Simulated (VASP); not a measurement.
# Ta (P3) in VASP: single point with PBEsol

Aim: the single point of Ta with PBEsol.

Program: VASP 6.6.1. These are calculated values, not measurements. Logs are shortened: lines on timing, memory, paths and dates and some standing lists are left out, and cuts for length are marked.

## Step 1: The cell of the first run

The structure is trigonal, space group P3 (No. 143). Conventional cell: a = 4.970 Å, b = 4.970 Å, c = 17.737 Å, α = 90.00°, β = 90.00°, γ = 120.00°. Within 3.5 Å of Ta (site symmetry 1) lie 8 Ta at 2.68 to 2.91 Å. Within 3.6 Å of Ta (site symmetry 1) lie 8 Ta at 2.68 to 3.52 Å. Within 3.5 Å of Ta (site symmetry 1) lie 8 Ta at 2.68 to 2.91 Å. Within 3.5 Å of Ta (site symmetry 1) lie 8 Ta at 2.68 to 2.91 Å. Ta (site symmetry 3) has 6 Ta at 2.68 Å within 3.5 Å. Ta (site symmetry 3) has 6 Ta at 2.68 Å within 3.5 Å. Ta (site symmetry 3) has 6 Ta at 2.68 to 3.52 Å within 3.6 Å. Within 3.5 Å of Ta (site symmetry 3) lie 6 Ta at 2.68 Å.

## Step 2: Single point, PBEsol (the distance across one plane changed)

Input file INCAR:

```
SYSTEM = Ta
  PREC = Accurate
  ENCUT = 520
  EDIFF = 1E-6
  ISMEAR = 0
  SIGMA = 0.15
  LREAL = Auto
  LASPH = .TRUE.
  NELM = 100
  ALGO = Fast
  ISIF = 2
  LWAVE = .FALSE.
  LCHARG = .FALSE.
  GGA = PS
  NBANDS = 102
  KPAR = 4
```

Input file KPOINTS:

```
Automatic mesh
0
G
  9 9 3
  0 0 0
```

Input file POSCAR:

```
Ta
1.0
   -4.9704540615      0.0000000000      0.0000000000
   -2.4852270307     -4.3045394856      0.0000000000
    0.0000000000      0.0000000000     17.7367392103
Ta
16
Direct
    0.3231711699      0.6768288301      0.4128336848
    0.3231711699      0.6768288301      0.8846436103
    0.6768288301      0.0000000000      0.8846436103
    0.6768288301      0.0000000000      0.4128336848
    0.0000000000      0.3231711699      0.4128336848
    0.0000000000      0.3231711699      0.8846436103
    0.6768288301      0.3231711699      0.1769287221
    0.6768288301      0.3231711699      0.6487386475
    0.3231711699      1.0000000000      0.1769287221
    0.3231711699      1.0000000000      0.6487386475
    0.0000000000      0.6768288301      0.1769287221
    0.0000000000      0.6768288301      0.6487386475
    0.6666666667      0.6666666667      0.2948812034
    0.6666666667      0.6666666667      0.7666911289
    0.3333333333      0.3333333333      0.0589762407
    0.3333333333      0.3333333333      0.5307861662
```

Potentials or basis: VASP PAW PBE potentials, release 64 (Ta_pv).

Run with:

```bash
cat potpaw_PBE.64/Ta_pv/POTCAR > POTCAR
mpirun -np 4 vasp_std > vasp.out
```

OUTCAR:

```text
SYSTEM = Ta
   PREC = Accurate
   ENCUT = 520
   EDIFF = 1E-6
   ISMEAR = 0
   LREAL = Auto
   LASPH = .TRUE.
   NELM = 100
   ISIF = 2
   GGA = PS

 ion  position               nearest neighbor table
   1  0.323  0.677  0.413-  16 2.68  13 2.68   5 2.78   4 2.78   5 2.91   4 2.91   4 2.91   5 2.91

   2  0.323  0.677  0.885-  14 2.68   6 2.78   3 2.78   6 2.91   3 2.91   3 2.91   6 2.91  15 3.52

   3  0.677  0.000  0.885-  14 2.68   6 2.78   2 2.78   2 2.91   6 2.91   2 2.91   6 2.91  15 3.52

   4  0.677  0.000  0.413-  13 2.68  16 2.68   5 2.78   1 2.78   1 2.91   5 2.91   1 2.91   5 2.91

   5  0.000  0.323  0.413-  16 2.68  13 2.68   4 2.78   1 2.78   1 2.91   4 2.91   4 2.91   1 2.91

   6  0.000  0.323  0.885-  14 2.68   3 2.78   2 2.78   2 2.91   3 2.91   3 2.91   2 2.91  15 3.52

   7  0.677  0.323  0.177-  13 2.68  15 2.68  11 2.78   9 2.78  11 2.91   9 2.91   9 2.91  11 2.91

   8  0.677  0.323  0.649-  16 2.68  14 2.68  12 2.78  10 2.78  12 2.91  10 2.91  10 2.91  12 2.91

   9  0.323  0.000  0.177-  13 2.68  15 2.68  11 2.78   7 2.78   7 2.91  11 2.91   7 2.91  11 2.91

  10  0.323  0.000  0.649-  16 2.68  14 2.68  12 2.78   8 2.78   8 2.91  12 2.91   8 2.91  12 2.91

  11  0.000  0.677  0.177-  13 2.68  15 2.68   9 2.78   7 2.78   7 2.91   9 2.91   9 2.91   7 2.91

  12  0.000  0.677  0.649-  16 2.68  14 2.68  10 2.78   8 2.78   8 2.91  10 2.91  10 2.91   8 2.91

  13  0.667  0.667  0.295-  11 2.68   9 2.68   7 2.68   4 2.68   5 2.68   1 2.68
  14  0.667  0.667  0.767-   3 2.68  12 2.68   6 2.68  10 2.68   8 2.68   2 2.68
  15  0.333  0.333  0.059-   9 2.68  11 2.68   7 2.68   6 3.52   3 3.52   2 3.52
  16  0.333  0.333  0.531-  10 2.68  12 2.68   8 2.68   5 2.68   4 2.68   1 2.68

  LATTYP: Found a hexagonal cell.
 ALAT       =     4.9704540615
 C/A-ratio  =     3.5684343907

  Lattice vectors:

 A1 = (   2.4852270307,   4.3045394856,   0.0000000000)
 A2 = (  -4.9704540615,   0.0000000000,   0.0000000000)
 A3 = (   0.0000000000,   0.0000000000,  17.7367392103)

Analysis of symmetry for initial positions (statically):
=====================================================================
 Subroutine PRICEL returns:
 Original cell was already a primitive cell.

 Routine SETGRP: Setting up the symmetry group for a
 hexagonal supercell.

 Subroutine GETGRP returns: Found  3 space group operations
 (whereof  3 operations were pure point group operations)
 out of a pool of 24 trial point group operations.

The static configuration has the point symmetry C_3 .

Analysis of symmetry for dynamics (positions and initial velocities):
=====================================================================
 Subroutine PRICEL returns:
 Original cell was already a primitive cell.

 Routine SETGRP: Setting up the symmetry group for a
 hexagonal supercell.

 Subroutine GETGRP returns: Found  3 space group operations
 (whereof  3 operations were pure point group operations)
 out of a pool of 24 trial point group operations.

The dynamic configuration has the point symmetry C_3 .

 Subroutine INISYM returns: Found  3 space group operations
 (whereof  3 operations are pure point group operations),
 and found     1 'primitive' translations

----------------------------------------------------------------------------------------

                                     Primitive cell

  volume of cell :     379.4867

  direct lattice vectors                    reciprocal lattice vectors
    -4.970454061  0.000000000  0.000000000    -0.201188863  0.116156444  0.000000000
    -2.485227031 -4.304539486  0.000000000     0.000000000 -0.232312888  0.000000000
     0.000000000  0.000000000 17.736739210     0.000000000  0.000000000  0.056380149

  length of vectors
     4.970454061  4.970454061 17.736739210     0.232312888  0.232312888  0.056380149

  position of ions in fractional coordinates (direct lattice)
     0.323171170  0.676828830  0.412833685
     0.323171170  0.676828830  0.884643610
     0.676828830  0.000000000  0.884643610
     0.676828830  0.000000000  0.412833685
     0.000000000  0.323171170  0.412833685
     0.000000000  0.323171170  0.884643610
[... 8 lines left out ...]
     0.333333333  0.333333333  0.058976241
     0.333333333  0.333333333  0.530786166

  ion indices of the primitive-cell ions
   primitive index   ion index
                 1           1
                 2           2
                 3           3
                 4           4
                 5           5
                 6           6
[... 8 lines left out ...]
                15          15
                16          16

----------------------------------------------------------------------------------------

 KPOINTS: Automatic mesh

Automatic generation of k-mesh.
 Grid dimensions read from file:
 generate k-points for:    9    9    3

 Generating k-lattice:

  Cartesian coordinates                     Fractional coordinates (reciprocal lattice)
    -0.022354318  0.012906272  0.000000000     0.111111111 -0.000000000  0.000000000
     0.000000000 -0.025812543  0.000000000     0.000000000  0.111111111  0.000000000
     0.000000000  0.000000000  0.018793383     0.000000000  0.000000000  0.333333333

  Length of vectors
     0.025812543  0.025812543  0.018793383

  Shift w.r.t. Gamma in fractional coordinates (k-lattice)
     0.000000000  0.000000000  0.000000000

 Subroutine IBZKPT returns following result:
 ===========================================

 Found     44 irreducible k-points:

 Following reciprocal coordinates:
            Coordinates               Weight
  0.000000  0.000000  0.000000      1.000000
  0.111111 -0.000000  0.000000      6.000000
  0.222222 -0.000000  0.000000      6.000000
  0.333333  0.000000  0.000000      6.000000
  0.444444 -0.000000  0.000000      6.000000
  0.222222  0.111111  0.000000      6.000000
[... 16 lines left out ...]
  0.444444 -0.000000  0.333333      6.000000
  0.444444  0.444444  0.333333      6.000000
 [... further k-points ...]
   k-points           NKPTS =     44   k-points in BZ     NKDIM =     44   number of bands    NBANDS=    102
   number of dos      NEDOS =    301   number of ions     NIONS =     16
   total plane-waves  NPLWV = 224000
   dimension x,y,z NGX =    40 NGY =   40 NGZ =  140
   dimension x,y,z NGXF=    80 NGYF=   80 NGZF=  280
   ions per type =              16
   NGX,Y,Z   is equivalent  to a cutoff of  13.38, 13.38, 13.12 a.u.
   NGXF,Y,Z  is equivalent  to a cutoff of  26.76, 26.76, 26.24 a.u.
 SYSTEM =  Ta
   PREC   = accura    normal or accurate (medium, high low for compatibility)
   ISTART =      0    job   : 0-new  1-cont  2-samecut
   ICHARG =      2    charge: 1-file 2-atom 10-const
   ISPIN  =      1    spin polarized calculation?
   LNONCOLLINEAR =      F non collinear calculations
   LSORBIT =      F    spin-orbit coupling
   LASPH  =      T    aspherical Exc in radial PAW
   ENCUT  =  520.0 eV  38.22 Ry    6.18 a.u.   9.24  9.24 32.98*2*pi/ulx,y,z
   NELM   =    100;   NELMIN=  2; NELMDL= -5     # of ELM steps
   EDIFF  = 0.1E-05   stopping-criterion for ELM
   LREAL  =      T    real-space projection
   EDIFFG = 0.1E-04   stopping-criterion for IOM
   NSW    =      0    number of steps for IOM
   IBRION =     -1    ionic relax: 0-MD 1-quasi-New 2-CG
   NFREE  =      0    steps in history (QN), initial steepest desc. (CG)
   ISIF   =      2    stress and relaxation
   ISYM   =      2    0-nonsym 1-usesym 2-fastsym
   POTIM  = 0.5000    time-step for ionic-motion
   TEBEG  =    0.0;   TEEND  =   0.0 temperature during run
   PSTRESS=    0.0 pullay stress
   NELECT =     176.0000    total number of electrons
   NUPDOWN=      -1.0000    fix difference up-down
   EMIN   =  10.00;   EMAX   =-10.00  energy-range for DOS
   EFERMI =   0.00;   METHOD = LEGACY
   ISMEAR =     0;   SIGMA  =   0.15  broadening in eV -4-tet -1-fermi 0-gaus
   EFERMI_NEDOS =   21; number of points for ismear=-14 and -15
   IALGO  =     68    algorithm
   IMIX   =      4    mixing-type and parameters
     AMIX     =   0.40;   BMIX     =  1.00
     AMIX_MAG =   1.60;   BMIX_MAG =  1.00
  volume/ion in A,a.u.               =      23.72       160.06
  Fermi-wavevector in a.u.,A,eV,Ry     =   1.267205  2.394670 21.848351  1.605808
  Thomas-Fermi vector in A             =   2.400365
   LORBIT       =      0    0 simple, 1 ext, 2 COOP (PROOUT), +10 PAW based schemes
   GGA     = PS    functional components
   LHFCALC =     F    Hartree Fock is set to
   AEXX    =    0.0000 exact exchange contribution
   IVDW    =     0    specifies the selected vdW correction
   LEPSILON=     F    determine dielectric tensor
   LRPA    =     F    only Hartree local field effects (RPA)
 non-spin polarized calculation
 RMM-DIIS sequential band-by-band and
 Gauss-broadening in eV      SIGMA  =   0.15
  energy-cutoff  :      520.00
  volume of cell :      379.49
 maximum number of plane-waves:     10240
 NGX is ok and might be reduce to    40
   NGX = 19   NGY = 19   NGZ = 65

 number of electron     176.0000002 magnetization

 Free energy of the ion-electron system (eV)
  ---------------------------------------------------
  ext. energy  EPLUGINS =         0.00000000
  ---------------------------------------------------
  free energy    TOTEN  =      -176.73368768 eV

  energy without entropy =     -176.50404389  energy(sigma->0) =     -176.61886578

 E-fermi :   3.3603     XC(G=0): -11.0263

 val. band max:        3.3571499206   @ k =   0.3333  -0.2222  -0.3333
 cond. band min:       3.3603712125   @ k =   0.1111  -0.0000   0.3333
 fundamental gap:      0.0032212919
 Fermi energy:         3.3603383766

 k-point     1 :       0.0000    0.0000    0.0000
  band No.  band energies     occupation
      1     -31.5159      2.00000
      2     -31.4258      2.00000
      3     -31.4258      2.00000
      4     -31.4237      2.00000
      5     -31.3176      2.00000
      6     -31.1954      2.00000
[... 92 lines left out ...]
     99       4.1924      0.00000
    100       4.2105      0.00000

 k-point     2 :       0.1111   -0.0000    0.0000
  band No.  band energies     occupation
      1     -31.5175      2.00000
      2     -31.4345      2.00000
      3     -31.4262      2.00000
      4     -31.4241      2.00000
      5     -31.3300      2.00000
      6     -31.2383      2.00000
[... 2358 lines left out ...]
     99       4.6094      0.00000
    100       4.8707      0.00000

 [... further k-points ...]

 [bands above 100 left out]

------------------------ aborting loop because EDIFF is reached ----------------------------------------

  FORCE on cell =-STRESS in cart. coord.  units (eV):
  Direction    XX          YY          ZZ          XY          YZ          ZX
  --------------------------------------------------------------------------------------
  -------------------------------------------------------------------------------------
  Total       -6.3303330     -6.3303330     -7.0623042      0.0000003      0.0000000      0.0000000
  in kB      -26.7264084    -26.7264084    -29.8167607      0.0000014      0.0000000      0.0000000
  external PRESSURE =     -27.7565259 kB  Pullay stress =       0.0000000 kB

 VOLUME and BASIS-vectors are now :
 -----------------------------------------------------------------------------
  energy-cutoff  :      520.00
  volume of cell :      379.49
      direct lattice vectors                 reciprocal lattice vectors
    -4.970454061  0.000000000  0.000000000    -0.201188863  0.116156444  0.000000000
    -2.485227031 -4.304539486  0.000000000     0.000000000 -0.232312888  0.000000000
     0.000000000  0.000000000 17.736739210     0.000000000  0.000000000  0.056380149

 POSITION                                       TOTAL-FORCE (eV/Angst)
 -----------------------------------------------------------------------------------
     -3.28838     -2.91344      7.32232        -0.052421     -0.005171      0.023481
     -3.28838     -2.91344     15.69069         0.530875      0.770698      0.622104
     -3.36415      0.00000     15.69069         0.402006     -0.845100      0.622104
     -3.36415      0.00000      7.32232         0.021732      0.047984      0.023481
     -0.80315     -1.39110      7.32232         0.030689     -0.042813      0.023481
     -0.80315     -1.39110     15.69069        -0.932881      0.074403      0.622104
[... 8 lines left out ...]
     -2.48523     -1.43485      1.04605         0.000000      0.000000     -1.479333
     -2.48523     -1.43485      9.41442         0.000000      0.000000     -0.105764
 -----------------------------------------------------------------------------------
    total drift:                                0.000000     -0.000000     -0.010805

  FREE ENERGIE OF THE ION-ELECTRON SYSTEM (eV)
  ---------------------------------------------------
  free  energy   TOTEN  =      -176.7336876821 eV

  energy  without entropy=     -176.5040438859  energy(sigma->0) =     -176.61886578
```

Run time: 54 min. Hardware: 4 MPI ranks of Oxide Virtual Turin-like, shared host; peak memory 1.2 GiB.

Results:

| Quantity | Value |
| --- | --- |
| Free energy | -176.7337 eV |
| Pressure | -2.8 GPa |
| Largest force | 1.479 eV/Å |
| Band gap on the k mesh | zero (bands 88 and 89 overlap by 0.39 eV) |

Forces in eV/Å, atoms in the order of the input:
```
Ta  -0.052 -0.005  0.023
Ta   0.531  0.771  0.622
Ta   0.402 -0.845  0.622
Ta   0.022  0.048  0.023
Ta   0.031 -0.043  0.023
Ta  -0.933  0.074  0.622
Ta   0.326 -0.220 -0.191
Ta   0.034  0.019 -0.001
Ta  -0.354 -0.172 -0.191
Ta   0.000 -0.039 -0.001
Ta   0.028  0.393 -0.191
Ta  -0.033  0.020 -0.001
Ta   0.000  0.000 -0.007
Ta   0.000  0.000  0.231
Ta   0.000  0.000 -1.479
Ta   0.000  0.000 -0.106
```

Stress tensor (GPa, compression positive):
```
-2.67  0.00  0.00
 0.00 -2.67  0.00
 0.00  0.00 -2.98
```

Levels at points of the mesh, in eV from the Fermi level:
```tsv
k point	band 86	band 87	band 88	band 89	band 90	band 91
(0.00, 0.00, 0.00)	-0.25	-0.15	-0.12	-0.12	-0.12	-0.09
```

Caveat: the cell differs from its parent crystal (the distance across one plane changed); the PAW data sets were made with another functional, which shifts forces and pressure a little; spin-orbit coupling is left out, which moves the levels of the heavy elements.
